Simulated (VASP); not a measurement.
Wanted: the native input for a VASP 6.6.1 run.

| Item | Value |
| --- | --- |
| Task | single point |
| Functional | PBE |
| Potentials or basis | VASP PAW PBE potentials, release 64 (V_sv) |
| Cutoff | 520 eV |
| k mesh | 21 × 21 × 21 |
| Occupations | fermi-dirac, width 0.05 eV |
| Spin | no spin polarisation |
| Dipole correction | no |
| Further INCAR settings | ALGO = Normal; EDIFF = 1e-07; NBANDS = 12 |

The structure of V lies in POSCAR:

```
V
1.0
   -1.2687039407      1.2687039407      1.2687039407
    1.2687039407     -1.2687039407      1.2687039407
    1.2687039407      1.2687039407     -1.2687039407
V
1
Direct
    0.0000000000      0.0000000000      0.0000000000
```

The input as run:

INCAR

```
PREC = Accurate
ENCUT = 520
EDIFF = 1E-7
ISMEAR = -1
SIGMA = 0.05
LREAL = F
LASPH = T
NELM = 60
ALGO = Normal
ISIF = 2
LWAVE = F
LCHARG = F
GGA = PE
NBANDS = 12
```

KPOINTS

```
Automatic mesh
0
Gamma
  21 21 21
```

Potentials or basis: VASP PAW PBE potentials, release 64 (V_sv).

Command:

```bash
$ cat potpaw_PBE.64/V_sv/POTCAR > POTCAR
$ mpirun -np 1 vasp_std > vasp.out
```

Results of the run:

The pressure is 225.4 GPa.

It took 9.9 s on 1 thread of Intel(R) Xeon(R) Platinum 8488C (Sapphire Rapids) (shared host), peak memory 0.14 GiB.
